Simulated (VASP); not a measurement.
# KTaO3 (P4/mmm) in VASP: a series of runs

The runs below take KTaO3 through single point, with r2SCAN.

All numbers are computed with VASP 6.6.1; they aren't measurements. Logs are shortened: lines on timing, memory, paths and dates and some standing lists are left out, and cuts for length are marked.

## 1. The cell of the first run

The structure is tetragonal, space group P4/mmm (No. 123). Conventional cell: a = 3.789 Å, b = 3.789 Å, c = 4.088 Å, α = 90.00°, β = 90.00°, γ = 90.00°. Within 3.5 Å of K (site symmetry 4/mmm) lie 12 O at 2.68 to 2.79 Å and 8 Ta at 3.37 Å. Ta (site symmetry 4/mmm) has 6 O at 1.89 to 2.04 Å within 2.5 Å. Within 2.5 Å of O (site symmetry mmm) lie 2 Ta at 1.89 Å. O (site symmetry 4/mmm) has 2 Ta at 2.04 Å and 4 K at 2.68 Å and 8 O at 2.79 Å within 2.8 Å.

## 2. Single point, r2SCAN (strain -0.050 along x and y, +0.025 along z)

Contents of POSCAR:

```
KTaO3
1.0
    3.7888850000      0.0000000000      0.0000000000
    0.0000000000      3.7888850000      0.0000000000
    0.0000000000      0.0000000000      4.0880075000
K Ta O
1 1 3
Direct
    0.5000000000      0.5000000000      0.5000000000
    0.0000000000      0.0000000000      0.0000000000
    0.5000000000      0.0000000000      0.0000000000
    0.0000000000      0.5000000000      0.0000000000
    0.0000000000      0.0000000000      0.5000000000
```

Contents of INCAR.step1:

```
PREC = Accurate
ENCUT = 520
ISMEAR = 0
SIGMA = 0.05
LREAL = False
LASPH = True
NELM = 60
NBANDS = 27
GGA = PE
ALGO = Normal
EDIFF = 1E-4
LWAVE = True
LCHARG = False
```

Contents of INCAR.step2:

```
PREC = Accurate
ENCUT = 520
EDIFF = 1E-6
ISMEAR = 0
SIGMA = 0.05
LREAL = False
LASPH = True
NELM = 60
ALGO = Normal
ISIF = 2
LWAVE = False
LCHARG = False
METAGGA = R2SCAN
LMIXTAU = True
NBANDS = 27
ISTART = 1
```

Contents of KPOINTS:

```
Automatic mesh
0
Gamma
  6 6 6
```

Potentials or basis: VASP PAW PBE potentials, release 64 (K_sv, Ta_pv, O).

Command:

```console
$ cat potpaw_PBE.64/K_sv/POTCAR potpaw_PBE.64/Ta_pv/POTCAR potpaw_PBE.64/O/POTCAR > POTCAR
$ cp INCAR.step1 INCAR
$ mpirun -np 1 vasp_std > vasp.out
$ cp INCAR.step2 INCAR
$ mpirun -np 1 vasp_std > vasp.out
```

OUTCAR:

```text
PREC = Accurate
   ENCUT = 520
   EDIFF = 1E-6
   ISMEAR = 0
   LREAL = False
   LASPH = True
   NELM = 60
   ISIF = 2
   METAGGA = R2SCAN
   ISTART = 1

 ion  position               nearest neighbor table
   1  0.500  0.500  0.500-   5 2.68   5 2.68   5 2.68   5 2.68   4 2.79   3 2.79   4 2.79   3 2.79
                             4 2.79   3 2.79   4 2.79   3 2.79   2 3.37   2 3.37   2 3.37   2 3.37
   2  0.000  0.000  0.000-   3 1.89   4 1.89   4 1.89   3 1.89   5 2.04   5 2.04   1 3.37   1 3.37
                             1 3.37   1 3.37   1 3.37   1 3.37   1 3.37   1 3.37
   3  0.500  0.000  0.000-   2 1.89   2 1.89   1 2.79   1 2.79   1 2.79   1 2.79
   4  0.000  0.500  0.000-   2 1.89   2 1.89   1 2.79   1 2.79   1 2.79   1 2.79
   5  0.000  0.000  0.500-   2 2.04   2 2.04   1 2.68   1 2.68   1 2.68   1 2.68

  LATTYP: Found a simple tetragonal cell.
 ALAT       =     3.7888850000
 C/A-ratio  =     1.0789473684

  Lattice vectors:

 A1 = (   3.7888850000,   0.0000000000,   0.0000000000)
 A2 = (   0.0000000000,   3.7888850000,   0.0000000000)
 A3 = (   0.0000000000,   0.0000000000,   4.0880075000)

Analysis of symmetry for initial positions (statically):
=====================================================================
 Subroutine PRICEL returns:
 Original cell was already a primitive cell.

 Routine SETGRP: Setting up the symmetry group for a
 simple tetragonal supercell.

 Subroutine GETGRP returns: Found 16 space group operations
 (whereof 16 operations were pure point group operations)
 out of a pool of 16 trial point group operations.

The static configuration has the point symmetry D_4h.

Analysis of symmetry for dynamics (positions and initial velocities):
=====================================================================
 Subroutine PRICEL returns:
 Original cell was already a primitive cell.

 Routine SETGRP: Setting up the symmetry group for a
 simple tetragonal supercell.

 Subroutine GETGRP returns: Found 16 space group operations
 (whereof 16 operations were pure point group operations)
 out of a pool of 16 trial point group operations.

The dynamic configuration has the point symmetry D_4h.

 Subroutine INISYM returns: Found 16 space group operations
 (whereof 16 operations are pure point group operations),
 and found     1 'primitive' translations

----------------------------------------------------------------------------------------

                                     Primitive cell

  volume of cell :      58.6860

  direct lattice vectors                    reciprocal lattice vectors
     3.788885000  0.000000000  0.000000000     0.263929890  0.000000000  0.000000000
     0.000000000  3.788885000  0.000000000     0.000000000  0.263929890  0.000000000
     0.000000000  0.000000000  4.088007500     0.000000000  0.000000000  0.244617947

  length of vectors
     3.788885000  3.788885000  4.088007500     0.263929890  0.263929890  0.244617947

  position of ions in fractional coordinates (direct lattice)
     0.500000000  0.500000000  0.500000000
     0.000000000  0.000000000  0.000000000
     0.500000000  0.000000000  0.000000000
     0.000000000  0.500000000  0.000000000
     0.000000000  0.000000000  0.500000000

  ion indices of the primitive-cell ions
   primitive index   ion index
                 1           1
                 2           2
                 3           3
                 4           4
                 5           5

----------------------------------------------------------------------------------------

 KPOINTS: Automatic mesh

Automatic generation of k-mesh.
 Grid dimensions read from file:
 generate k-points for:    6    6    6

 Generating k-lattice:

  Cartesian coordinates                     Fractional coordinates (reciprocal lattice)
     0.043988315  0.000000000  0.000000000     0.166666667  0.000000000  0.000000000
     0.000000000  0.043988315  0.000000000     0.000000000  0.166666667  0.000000000
     0.000000000  0.000000000  0.040769658     0.000000000  0.000000000  0.166666667

  Length of vectors
     0.043988315  0.043988315  0.040769658

  Shift w.r.t. Gamma in fractional coordinates (k-lattice)
     0.000000000  0.000000000  0.000000000

 Subroutine IBZKPT returns following result:
 ===========================================

 Found     40 irreducible k-points:

 Following reciprocal coordinates:
            Coordinates               Weight
  0.000000  0.000000  0.000000      1.000000
  0.166667  0.000000  0.000000      4.000000
  0.333333  0.000000  0.000000      4.000000
  0.500000  0.000000  0.000000      2.000000
  0.166667  0.166667  0.000000      4.000000
  0.333333  0.166667  0.000000      8.000000
[... 16 lines left out ...]
  0.333333  0.000000  0.333333      8.000000
  0.500000  0.000000  0.333333      4.000000
 [... further k-points ...]
   k-points           NKPTS =     40   k-points in BZ     NKDIM =     40   number of bands    NBANDS=     27
   number of dos      NEDOS =    301   number of ions     NIONS =      5
   total plane-waves  NPLWV =  23520
   dimension x,y,z NGX =    28 NGY =   28 NGZ =   30
   dimension x,y,z NGXF=    56 NGYF=   56 NGZF=   60
   ions per type =               1   1   3
   NGX,Y,Z   is equivalent  to a cutoff of  12.29, 12.29, 12.20 a.u.
   NGXF,Y,Z  is equivalent  to a cutoff of  24.57, 24.57, 24.40 a.u.
 SYSTEM =  unknown system
   PREC   = accura    normal or accurate (medium, high low for compatibility)
   ISTART =      1    job   : 0-new  1-cont  2-samecut
   ICHARG =      0    charge: 1-file 2-atom 10-const
   ISPIN  =      1    spin polarized calculation?
   LNONCOLLINEAR =      F non collinear calculations
   LSORBIT =      F    spin-orbit coupling
   LASPH  =      T    aspherical Exc in radial PAW
   ENCUT  =  520.0 eV  38.22 Ry    6.18 a.u.   7.04  7.04  7.60*2*pi/ulx,y,z
   NELM   =     60;   NELMIN=  2; NELMDL=  0     # of ELM steps
   EDIFF  = 0.1E-05   stopping-criterion for ELM
   LREAL  =      F    real-space projection
   EDIFFG = 0.1E-04   stopping-criterion for IOM
   NSW    =      0    number of steps for IOM
   IBRION =     -1    ionic relax: 0-MD 1-quasi-New 2-CG
   NFREE  =      0    steps in history (QN), initial steepest desc. (CG)
   ISIF   =      2    stress and relaxation
   ISYM   =      2    0-nonsym 1-usesym 2-fastsym
   POTIM  = 0.5000    time-step for ionic-motion
   TEBEG  =    0.0;   TEEND  =   0.0 temperature during run
   PSTRESS=    0.0 pullay stress
   NELECT =      38.0000    total number of electrons
   NUPDOWN=      -1.0000    fix difference up-down
   EMIN   =  10.00;   EMAX   =-10.00  energy-range for DOS
   EFERMI =   0.00;   METHOD = LEGACY
   ISMEAR =     0;   SIGMA  =   0.05  broadening in eV -4-tet -1-fermi 0-gaus
   EFERMI_NEDOS =   21; number of points for ismear=-14 and -15
   IALGO  =     38    algorithm
   IMIX   =      4    mixing-type and parameters
     AMIX     =   0.40;   BMIX     =  1.00
     AMIX_MAG =   1.60;   BMIX_MAG =  1.00
  volume/ion in A,a.u.               =      11.74        79.21
  Fermi-wavevector in a.u.,A,eV,Ry     =   1.416308  2.676435 27.292330  2.005930
  Thomas-Fermi vector in A             =   2.537656
   LORBIT       =      0    0 simple, 1 ext, 2 COOP (PROOUT), +10 PAW based schemes
   METAGGA = R2SCAN    functional components
   LHFCALC =     F    Hartree Fock is set to
   AEXX    =    0.0000 exact exchange contribution
   IVDW    =     0    specifies the selected vdW correction
   LEPSILON=     F    determine dielectric tensor
   LRPA    =     F    only Hartree local field effects (RPA)
 non-spin polarized calculation
 Gauss-broadening in eV      SIGMA  =   0.05
  energy-cutoff  :      520.00
  volume of cell :       58.69
 maximum number of plane-waves:      1596
   NGX = 15   NGY = 15   NGZ = 15

 number of electron      37.9999985 magnetization

 Free energy of the ion-electron system (eV)
  ---------------------------------------------------
  ext. energy  EPLUGINS =         0.00000000
  ---------------------------------------------------
  free energy    TOTEN  =       -86.49169280 eV

  energy without entropy =      -86.49169280  energy(sigma->0) =      -86.49169280

 E-fermi :   2.2713     XC(G=0): -11.9998

 val. band max:        2.0348341623   @ k =   0.5000   0.5000   0.5000
 cond. band min:       4.7123562372   @ k =   0.0000   0.0000   0.0000
 fundamental gap:      2.6775220749
 Fermi energy:         2.2712709409

 k-point     1 :       0.0000    0.0000    0.0000
  band No.  band energies     occupation
      1     -33.0016      2.00000
      2     -33.0016      2.00000
      3     -32.8422      2.00000
      4     -26.4041      2.00000
      5     -17.1497      2.00000
      6     -16.6241      2.00000
[... 19 lines left out ...]
     26      10.7463      0.00000
     27      10.9370      0.00000

 k-point     2 :       0.1667    0.0000    0.0000
  band No.  band energies     occupation
      1     -33.0532      2.00000
      2     -32.9997      2.00000
      3     -32.8402      2.00000
      4     -26.3914      2.00000
      5     -17.0189      2.00000
      6     -16.3843      2.00000
[... 19 lines left out ...]
     26      11.3466      0.00000
     27      11.9563      0.00000

 k-point     3 :       0.3333    0.0000    0.0000
  band No.  band energies     occupation
      1     -33.1538      2.00000
      2     -32.9959      2.00000
      3     -32.8363      2.00000
      4     -26.3663      2.00000
      5     -16.9690      2.00000
      6     -15.7054      2.00000
[... 19 lines left out ...]
     26      12.2613      0.00000
     27      13.4383      0.00000

 k-point     4 :       0.5000    0.0000    0.0000
  band No.  band energies     occupation
      1     -33.2029      2.00000
      2     -32.9940      2.00000
      3     -32.8343      2.00000
      4     -26.3538      2.00000
      5     -16.9740      2.00000
      6     -15.6701      2.00000
[... 19 lines left out ...]
     26      12.5620      0.00000
     27      13.2120      0.00000
[... 516 lines left out ...]
      4     -26.3713      2.00000
      5     -17.0387      2.00000
      6     -16.3823      2.00000
[... 19 lines left out ...]
     26      12.4575      0.00000
     27      12.9667      0.00000

 k-point    23 :       0.3333    0.0000    0.3333
  band No.  band energies     occupation
      1     -33.1509      2.00000
      2     -32.9941      2.00000
      3     -32.8939      2.00000
      4     -26.3550      2.00000
      5     -16.9087      2.00000
      6     -15.6051      2.00000
[... 19 lines left out ...]
     26      13.3914      0.00000
     27      14.0992      0.00000

 k-point    24 :       0.5000    0.0000    0.3333
  band No.  band energies     occupation
      1     -33.1997      2.00000
      2     -32.9922      2.00000
      3     -32.8915      2.00000
      4     -26.3468      2.00000
      5     -16.8802      2.00000
      6     -15.0969      2.00000
[... 19 lines left out ...]
     26      13.7223      0.00000
     27      14.2722      0.00000

 [... further k-points ...]
[... 5 lines left out ...]
  --------------------------------------------------------------------------------------
  -------------------------------------------------------------------------------------
  Total       13.2657716     13.2657716     -0.2903543      0.0000000      0.0000000      0.0000000
  in kB      362.1667429    362.1667429     -7.9269179      0.0000000      0.0000000      0.0000000
  external PRESSURE =     238.8021893 kB  Pullay stress =       0.0000000 kB

 VOLUME and BASIS-vectors are now :
 -----------------------------------------------------------------------------
  energy-cutoff  :      520.00
  volume of cell :       58.69
      direct lattice vectors                 reciprocal lattice vectors
     3.788885000  0.000000000  0.000000000     0.263929890  0.000000000  0.000000000
     0.000000000  3.788885000  0.000000000     0.000000000  0.263929890  0.000000000
     0.000000000  0.000000000  4.088007500     0.000000000  0.000000000  0.244617947

 POSITION                                       TOTAL-FORCE (eV/Angst)
 -----------------------------------------------------------------------------------
      1.89444      1.89444      2.04400         0.000000      0.000000      0.000000
      0.00000      0.00000      0.00000         0.000000      0.000000      0.000000
      1.89444      0.00000      0.00000         0.000000      0.000000      0.000000
      0.00000      1.89444      0.00000         0.000000      0.000000      0.000000
      0.00000      0.00000      2.04400         0.000000      0.000000      0.000000
 -----------------------------------------------------------------------------------
    total drift:                                0.000000      0.000000     -0.000000

  FREE ENERGIE OF THE ION-ELECTRON SYSTEM (eV)
  ---------------------------------------------------
  free  energy   TOTEN  =       -86.4916928002 eV

  energy  without entropy=      -86.4916928002  energy(sigma->0) =      -86.49169280
```

Run time: 88 s. Hardware: 1 thread of Intel Xeon 6975P-C (Granite Rapids), shared host; peak memory 0.2 GiB.

What came out:

```yaml
Free_energy: -86.4917 eV
Pressure: 23.9 GPa
Band_gap_on_the_k_mesh: 2.68 eV (least direct gap 3.21 eV)
```

Stress tensor (GPa, compression positive):
```
36.22  0.00  0.00
 0.00 36.22  0.00
 0.00  0.00 -0.79
```

Levels at points of the mesh, in eV from the valence-band top:
| k point | band 17 | band 18 | band 19 | band 20 | band 21 | band 22 |
| --- | --- | --- | --- | --- | --- | --- |
| (0.00, 0.00, 0.00) | -0.70 | -0.53 | -0.53 | 2.68 | 2.68 | 2.80 |
| (0.50, 0.00, 0.00) | -1.60 | -0.93 | -0.77 | 2.91 | 6.32 | 6.33 |
| (0.50, 0.50, 0.00) | -1.07 | -1.07 | -0.17 | 6.38 | 6.38 | 7.85 |
| (0.00, 0.00, 0.50) | -1.96 | -0.98 | -0.98 | 2.92 | 5.24 | 5.24 |
| (0.50, 0.00, 0.50) | -1.91 | -1.57 | -0.12 | 5.30 | 6.34 | 7.28 |
| (0.50, 0.50, 0.50) | -0.14 | 0.00 | 0.00 | 7.48 | 7.48 | 8.16 |

Caveat: the cell differs from its parent crystal (strain -0.050 along x and y, +0.025 along z); the stress differs along the axes, from -1 to 36 GPa; the PAW data sets were made with another functional, which shifts forces and pressure a little; spin-orbit coupling is left out, which moves the levels of the heavy elements. A k mesh can miss the band edges.

## 3. Single point, r2SCAN (strain -0.050 along x and y, +0.050 along z)

POSCAR, as its differences from that of step 2:

```diff
@@ -4,3 +4,3 @@
     0.0000000000      3.7888850000      0.0000000000
-    0.0000000000      0.0000000000      4.0880075000
+    0.0000000000      0.0000000000      4.1877150000
 K Ta O
```

Contents of INCAR.step1:

```
PREC = Accurate ; ENCUT = 520
ISMEAR = 0 ; SIGMA = 0.05
LREAL = F ; LASPH = T
NELM = 80 ; NBANDS = 27
GGA = PE ; ALGO = Normal
EDIFF = 1E-4 ; LWAVE = T
LCHARG = F
```

Contents of INCAR.step2:

```
PREC = Accurate ; ENCUT = 520
EDIFF = 1E-7 ; ISMEAR = 0
SIGMA = 0.05 ; LREAL = F
LASPH = T ; NELM = 80
ALGO = Normal ; ISIF = 2
LWAVE = F ; LCHARG = F
METAGGA = R2SCAN ; LMIXTAU = T
NBANDS = 27 ; ISTART = 1
```

Contents of KPOINTS:

```
regular mesh
0
Gamma
  6 6 6
```

Potentials or basis: VASP PAW PBE potentials, release 64 (K_sv, Ta_pv, O).

Command:

```console
$ cat potpaw_PBE.64/K_sv/POTCAR potpaw_PBE.64/Ta_pv/POTCAR potpaw_PBE.64/O/POTCAR > POTCAR
$ cp INCAR.step1 INCAR
$ mpirun -np 1 vasp_std > vasp.out
$ cp INCAR.step2 INCAR
$ mpirun -np 1 vasp_std > vasp.out
```

It took 1.7 min on 1 thread of Intel Xeon 6975P-C (Granite Rapids), shared host; peak memory 0.21 GiB.

Results (log left out):

- Free energy: -86.4425 eV
- Pressure: 18.7 GPa
- Band gap on the k mesh: 2.57 eV (least direct gap 3.05 eV)

Stress tensor (GPa, compression positive):
```
 33.21   0.00   0.00
  0.00  33.21   0.00
  0.00   0.00 -10.27
```

Levels at points of the mesh, in eV from the valence-band top:
```
           k point  band 17  band 18  band 19  band 20  band 21  band 22
(0.00, 0.00, 0.00)    -0.74    -0.48    -0.48     2.57     2.57     2.71
(0.50, 0.00, 0.00)    -1.48    -0.96    -0.75     2.79     6.21     6.21
(0.50, 0.50, 0.00)    -0.92    -0.92    -0.24     6.27     6.27     7.13
(0.00, 0.00, 0.50)    -1.73    -1.07    -1.07     2.81     4.85     4.85
(0.50, 0.00, 0.50)    -2.02    -1.67    -0.17     4.92     6.23     7.01
(0.50, 0.50, 0.50)    -0.22     0.00     0.00     7.20     7.20     8.03
```

Caveat: the cell differs from its parent crystal (strain -0.050 along x and y, +0.050 along z); the stress differs along the axes, from -10 to 33 GPa; the PAW data sets were made with another functional, which shifts forces and pressure a little; spin-orbit coupling is left out, which moves the levels of the heavy elements. A k mesh can miss the band edges.
